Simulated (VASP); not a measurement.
# Al (Fm-3m) in VASP: a series of runs

Al is run at these levels: BHLYP; tasks: single point.

All numbers are computed with VASP 6.6.1; they aren't measurements. Logs are shortened: lines on timing, memory, paths and dates and some standing lists are left out, and cuts for length are marked.

### Step 1. The cell of the first run

The structure is cubic, space group Fm-3m (No. 225). The conventional cell has a = 4.050 Å, b = 4.050 Å, c = 4.050 Å, α = 90.00°, β = 90.00°, γ = 90.00°. Al (site symmetry m-3m) has 12 Al at 2.86 Å within 3.8 Å.

### Step 2. Single point, BHLYP

File POSCAR:

```
Al
1.0
    0.0000000000      2.0248050000      2.0248050000
    2.0248050000      0.0000000000      2.0248050000
    2.0248050000      2.0248050000      0.0000000000
Al
1
Direct
    0.0000000000      0.0000000000      0.0000000000
```

File INCAR.step1:

```
SYSTEM = Al
PREC = Accurate
ENCUT = 520
EDIFF = 1E-5
ISMEAR = -1
SIGMA = 0.05
LREAL = .False.
LASPH = .True.
NELM = 60
ALGO = Normal
ISIF = 2
LWAVE = .True.
LCHARG = .False.
GGA = PE
NBANDS = 8
```

File INCAR.step2:

```
SYSTEM = Al
PREC = Accurate
ENCUT = 520
EDIFF = 1E-6
ISMEAR = -1
SIGMA = 0.05
LREAL = .False.
LASPH = .True.
NELM = 60
ALGO = Normal
ISIF = 2
LWAVE = .False.
LCHARG = .False.
GGA = B5
LHFCALC = .True.
AEXX = 0.5
ALDAX = 0.5
AGGAX = 0.5
AGGAC = 1.0
ALDAC = 0.0
PRECFOCK = Normal
ISTART = 1
NBANDS = 8
```

File KPOINTS:

```
Automatic mesh
0
Gamma
  6 6 6
  0 0 0
```

Potentials or basis: VASP PAW PBE potentials, release 64 (Al).

On the command line:

```bash
$ cat potpaw_PBE.64/Al/POTCAR > POTCAR
$ cp INCAR.step1 INCAR
$ mpirun -np 1 vasp_std > vasp.out
$ cp INCAR.step2 INCAR
$ mpirun -np 1 vasp_std > vasp.out
```

OUTCAR:

```text
SYSTEM = Al
   PREC = Accurate
   ENCUT = 520
   EDIFF = 1E-6
   ISMEAR = -1
   LREAL = .False.
   LASPH = .True.
   NELM = 60
   ISIF = 2
   GGA = B5
   LHFCALC = .True.
   AEXX = 0.5
   PRECFOCK = Normal
   ISTART = 1

 ion  position               nearest neighbor table
   1  0.000  0.000  0.000-

  LATTYP: Found a face centered cubic cell.
 ALAT       =     4.0496100000

  Lattice vectors:

 A1 = (   0.0000000000,   2.0248050000,   2.0248050000)
 A2 = (   2.0248050000,   0.0000000000,   2.0248050000)
 A3 = (   2.0248050000,   2.0248050000,   0.0000000000)

Analysis of symmetry for initial positions (statically):
=====================================================================
 Subroutine PRICEL returns:
 Original cell was already a primitive cell.

 Routine SETGRP: Setting up the symmetry group for a
 face centered cubic supercell.

 Subroutine GETGRP returns: Found 48 space group operations
 (whereof 48 operations were pure point group operations)
 out of a pool of 48 trial point group operations.

The static configuration has the point symmetry O_h .

Analysis of symmetry for dynamics (positions and initial velocities):
=====================================================================
 Subroutine PRICEL returns:
 Original cell was already a primitive cell.

 Routine SETGRP: Setting up the symmetry group for a
 face centered cubic supercell.

 Subroutine GETGRP returns: Found 48 space group operations
 (whereof 48 operations were pure point group operations)
 out of a pool of 48 trial point group operations.

The dynamic configuration has the point symmetry O_h .

 Subroutine INISYM returns: Found 48 space group operations
 (whereof 48 operations are pure point group operations),
 and found     1 'primitive' translations

----------------------------------------------------------------------------------------

                                     Primitive cell

  volume of cell :      16.6027

  direct lattice vectors                    reciprocal lattice vectors
     0.000000000  2.024805000  2.024805000    -0.246937359  0.246937359  0.246937359
     2.024805000  0.000000000  2.024805000     0.246937359 -0.246937359  0.246937359
     2.024805000  2.024805000  0.000000000     0.246937359  0.246937359 -0.246937359

  length of vectors
     2.863506692  2.863506692  2.863506692     0.427708053  0.427708053  0.427708053

  position of ions in fractional coordinates (direct lattice)
     0.000000000  0.000000000  0.000000000

  ion indices of the primitive-cell ions
   primitive index   ion index
                 1           1

----------------------------------------------------------------------------------------

 KPOINTS: Automatic mesh

Automatic generation of k-mesh.
 Grid dimensions read from file:
 generate k-points for:    6    6    6

 Generating k-lattice:

  Cartesian coordinates                     Fractional coordinates (reciprocal lattice)
    -0.041156227  0.041156227  0.041156227     0.166666667  0.000000000  0.000000000
     0.041156227 -0.041156227  0.041156227     0.000000000  0.166666667  0.000000000
     0.041156227  0.041156227 -0.041156227     0.000000000  0.000000000  0.166666667

  Length of vectors
     0.071284675  0.071284675  0.071284675

  Shift w.r.t. Gamma in fractional coordinates (k-lattice)
     0.000000000  0.000000000  0.000000000

 Subroutine IBZKPT returns following result:
 ===========================================

 Found     16 irreducible k-points:

 Following reciprocal coordinates:
            Coordinates               Weight
  0.000000  0.000000  0.000000      1.000000
  0.166667  0.000000  0.000000      8.000000
  0.333333  0.000000  0.000000      8.000000
  0.500000  0.000000  0.000000      4.000000
  0.166667  0.166667  0.000000      6.000000
  0.333333  0.166667  0.000000     24.000000
[... 8 lines left out ...]
 -0.333333  0.333333  0.166667     24.000000
 -0.333333  0.500000  0.166667     12.000000
   k-points           NKPTS =     16   k-points in BZ     NKDIM =    216   number of bands    NBANDS=      8
   number of dos      NEDOS =    301   number of ions     NIONS =      1
   total plane-waves  NPLWV =  13824
   dimension x,y,z NGX =    24 NGY =   24 NGZ =   24
   dimension x,y,z NGXF=    48 NGYF=   48 NGZF=   48
   ions per type =               1
   NGX,Y,Z   is equivalent  to a cutoff of  13.93, 13.93, 13.93 a.u.
   NGXF,Y,Z  is equivalent  to a cutoff of  27.87, 27.87, 27.87 a.u.
 SYSTEM =  Al
   PREC   = accura    normal or accurate (medium, high low for compatibility)
   ISTART =      1    job   : 0-new  1-cont  2-samecut
   ICHARG =      0    charge: 1-file 2-atom 10-const
   ISPIN  =      1    spin polarized calculation?
   LNONCOLLINEAR =      F non collinear calculations
   LSORBIT =      F    spin-orbit coupling
   LASPH  =      T    aspherical Exc in radial PAW
   ENCUT  =  520.0 eV  38.22 Ry    6.18 a.u.   5.32  5.32  5.32*2*pi/ulx,y,z
   NELM   =     60;   NELMIN=  2; NELMDL=  0     # of ELM steps
   EDIFF  = 0.1E-05   stopping-criterion for ELM
   LREAL  =      F    real-space projection
   EDIFFG = 0.1E-04   stopping-criterion for IOM
   NSW    =      0    number of steps for IOM
   IBRION =     -1    ionic relax: 0-MD 1-quasi-New 2-CG
   NFREE  =      0    steps in history (QN), initial steepest desc. (CG)
   ISIF   =      2    stress and relaxation
   ISYM   =      3    0-nonsym 1-usesym 2-fastsym
   POTIM  = 0.5000    time-step for ionic-motion
   TEBEG  =    0.0;   TEEND  =   0.0 temperature during run
   PSTRESS=    0.0 pullay stress
   NELECT =       3.0000    total number of electrons
   NUPDOWN=      -1.0000    fix difference up-down
   EMIN   =  10.00;   EMAX   =-10.00  energy-range for DOS
   EFERMI =   0.00;   METHOD = LEGACY
   ISMEAR =    -1;   SIGMA  =   0.05  broadening in eV -4-tet -1-fermi 0-gaus
   EFERMI_NEDOS =   21; number of points for ismear=-14 and -15
   IALGO  =     38    algorithm
   IMIX   =      1    mixing-type and parameters
     AMIX     =   0.40;   BMIX     =  1.00
     AMIX_MAG =   1.60;   BMIX_MAG =  1.00
  volume/ion in A,a.u.               =      16.60       112.04
  Fermi-wavevector in a.u.,A,eV,Ry     =   0.925526  1.748991 11.654733  0.856599
  Thomas-Fermi vector in A             =   2.051390
   LORBIT       =      0    0 simple, 1 ext, 2 COOP (PROOUT), +10 PAW based schemes
   GGA     = B5    functional components
   LHFCALC =     T    Hartree Fock is set to
   PRECFOCK=normal    Normal, Fast or Accurate (Low or Medium for compatibility)
   ENCUT4O =  -1.0   cutoff for four orbital integrals eV
   NKREDX  =     1    reduce k-point grid by
   NKREDY  =     1    reduce k-point grid by
   NKREDZ  =     1    reduce k-point grid by
   AEXX    =    0.5000 exact exchange contribution
   HFSCREEN=    0.0000 screening length (either q_TF or 0.3 A-1)
   HFSCREENC=   0.0000 screening length for correlation (either q_TF or 0.3 A-1)
   ENCUTFOCK=  -1.0 apply spherical cutoff to Coloumb kernel
   IVDW    =     0    specifies the selected vdW correction
   LEPSILON=     F    determine dielectric tensor
   LRPA    =     F    only Hartree local field effects (RPA)
 non-spin polarized calculation
  energy-cutoff  :      520.00
  volume of cell :       16.60
 maximum number of plane-waves:       459
 NGX is ok and might be reduce to    24
  NGX = 16; NGY = 16; NGZ = 16

 number of electron       3.0000000 magnetization

 Free energy of the ion-electron system (eV)
  ---------------------------------------------------
  ext. energy  EPLUGINS =         0.00000000
  ---------------------------------------------------
  free energy    TOTEN  =        -4.24245894 eV

  energy without entropy =       -4.23868538  energy(sigma->0) =       -4.24057216

 E-fermi :   8.9864     XC(G=0):  -5.3197

 val. band max:        7.0480479836   @ k =  -0.3333   0.5000   0.1667
 cond. band min:       9.0031782602   @ k =  -0.3333   0.3333   0.0000
 fundamental gap:      1.9551302765
 Fermi energy:         8.9863538645

 k-point     1 :       0.0000    0.0000    0.0000
  band No.  band energies     occupation
      1      -6.7761      2.00000
      2      23.9156      0.00000
      3      23.9156      0.00000
      4      23.9156      0.00000
      5      25.2363      0.00000
      6      25.2363      0.00000
      7      25.2363      0.00000
      8      27.6367      0.00000

 k-point     2 :       0.1667    0.0000    0.0000
  band No.  band energies     occupation
      1      -5.8415      2.00000
      2      17.1850      0.00000
      3      22.4293      0.00000
      4      22.4293      0.00000
      5      25.7414      0.00000
      6      27.4059      0.00000
      7      27.4059      0.00000
      8      28.7853      0.00000

 k-point     3 :       0.3333    0.0000    0.0000
  band No.  band energies     occupation
      1      -3.0316      2.00000
      2       9.5900      0.00001
      3      21.7710      0.00000
      4      21.7710      0.00000
      5      24.6007      0.00000
      6      24.6007      0.00000
      7      25.4638      0.00000
      8      28.6247      0.00000

 k-point     4 :       0.5000    0.0000    0.0000
  band No.  band energies     occupation
      1       1.6946      2.00000
      2       1.7708      2.00000
      3      22.3548      0.00000
      4      22.3548      0.00000
      5      22.6540      0.00000
      6      22.6540      0.00000
      7      26.2770      0.00000
      8      26.4988      0.00000

 k-point     5 :       0.1667    0.1667    0.0000
  band No.  band energies     occupation
      1      -5.5298      2.00000
      2      19.8529      0.00000
      3      19.8529      0.00000
      4      20.0713      0.00000
      5      23.2278      0.00000
      6      23.6654      0.00000
      7      30.6625      0.00000
      8      30.6625      0.00000
[... 89 lines left out ...]
 k-point    14 :       0.5000    0.3333    0.1667
  band No.  band energies     occupation
      1      -0.5163      2.00000
      2      11.2017      0.00000
      3      13.0213      0.00000
      4      15.6570      0.00000
      5      24.0107      0.00000
      6      25.6576      0.00000
      7      27.8473      0.00000
      8      34.8672      0.00000

 k-point    15 :      -0.3333    0.3333    0.1667
  band No.  band energies     occupation
      1       4.2083      2.00000
      2       4.3935      2.00000
      3      12.9188      0.00000
      4      13.3890      0.00000
      5      25.2207      0.00000
      6      25.8173      0.00000
      7      30.4879      0.00000
      8      31.6972      0.00000

 k-point    16 :      -0.3333    0.5000    0.1667
  band No.  band energies     occupation
      1       5.0553      2.00000
      2       7.0480      2.00000
      3      10.0741      0.00000
      4      11.9687      0.00000
      5      23.0525      0.00000
      6      24.9315      0.00000
      7      31.6627      0.00000
      8      32.7665      0.00000

------------------------ aborting loop because EDIFF is reached ----------------------------------------

  FORCE on cell =-STRESS in cart. coord.  units (eV):
  Direction    XX          YY          ZZ          XY          YZ          ZX
  --------------------------------------------------------------------------------------
  -------------------------------------------------------------------------------------
  Total        0.0833549      0.0833549      0.0833549     -0.0000000     -0.0000000      0.0000000
  in kB        8.0438178      8.0438178      8.0438178     -0.0000000     -0.0000000      0.0000000
  external PRESSURE =       8.0438178 kB  Pullay stress =       0.0000000 kB

 VOLUME and BASIS-vectors are now :
 -----------------------------------------------------------------------------
  energy-cutoff  :      520.00
  volume of cell :       16.60
      direct lattice vectors                 reciprocal lattice vectors
     0.000000000  2.024805000  2.024805000    -0.246937359  0.246937359  0.246937359
     2.024805000  0.000000000  2.024805000     0.246937359 -0.246937359  0.246937359
     2.024805000  2.024805000  0.000000000     0.246937359  0.246937359 -0.246937359

 POSITION                                       TOTAL-FORCE (eV/Angst)
 -----------------------------------------------------------------------------------
      0.00000      0.00000      0.00000         0.000000      0.000000      0.000000
 -----------------------------------------------------------------------------------
    total drift:                                0.000000      0.000000      0.000000

  FREE ENERGIE OF THE ION-ELECTRON SYSTEM (eV)
  ---------------------------------------------------
  free  energy   TOTEN  =        -4.2424589422 eV

  energy  without entropy=       -4.2386853767  energy(sigma->0) =       -4.24057216
```

It took 59 s on 1 thread of Intel Xeon Platinum 8488C (Sapphire Rapids), shared host; peak memory 0.13 GiB.

Results:

* Free energy: -4.2425 eV
* Pressure: 0.8 GPa
* Band gap on the k mesh: zero (an odd number of electrons rules out a gap without spin polarisation)

Caveat: the k points lie up to 0.45 Å⁻¹ apart, too coarse for converged energies and pressures of a metal; the PAW data sets were made with another functional, which shifts forces and pressure a little.

### Step 3. Single point, BHLYP

POSCAR is that of step 2.

File INCAR.step1:

```
PREC = Accurate
ENCUT = 520
EDIFF = 1E-5
ISMEAR = -1
SIGMA = 0.05
LREAL = F
LASPH = T
NELM = 60
ALGO = Normal
ISIF = 2
LWAVE = T
GGA = PE
NBANDS = 8
```

File INCAR.step2:

```
PREC = Accurate
ENCUT = 520
EDIFF = 1E-7
ISMEAR = -1
SIGMA = 0.05
LREAL = F
LASPH = T
NELM = 60
ALGO = Normal
ISIF = 2
LWAVE = F
LCHARG = T
GGA = B5
LHFCALC = T
AEXX = 0.5
ALDAX = 0.5
AGGAX = 0.5
AGGAC = 1.0
ALDAC = 0.0
PRECFOCK = Normal
LELF = T
LVHAR = T
ISTART = 1
NBANDS = 8
```

File KPOINTS:

```
Automatic mesh
0
Gamma
  6 6 6
```

Potentials or basis: VASP PAW PBE potentials, release 64 (Al).

On the command line:

```bash
$ cat potpaw_PBE.64/Al/POTCAR > POTCAR
$ cp INCAR.step1 INCAR
$ mpirun -np 1 vasp_std > vasp.out
$ cp INCAR.step2 INCAR
$ mpirun -np 1 vasp_std > vasp.out
```

Wall time 68 s (1 thread of Intel Xeon Platinum 8488C (Sapphire Rapids), shared host); peak memory 0.13 GiB.

Results (log left out):

- Free energy: -4.2425 eV
- Pressure: 0.8 GPa
- Band gap on the k mesh: zero (an odd number of electrons rules out a gap without spin polarisation)

Levels at points of the mesh, in eV from the Fermi level:
```
           k point  band 1  band 2  band 3  band 4  band 5
(0.00, 0.00, 0.00)  -15.76   14.93   14.93   14.93   16.25
(0.50, 0.00, 0.00)   -7.29   -7.22   13.37   13.37   13.67
(0.50, 0.50, 0.00)   -5.17   -3.20    6.73    7.01    7.01
```

Caveat: the k points lie up to 0.45 Å⁻¹ apart, too coarse for converged energies and pressures of a metal; the PAW data sets were made with another functional, which shifts forces and pressure a little.
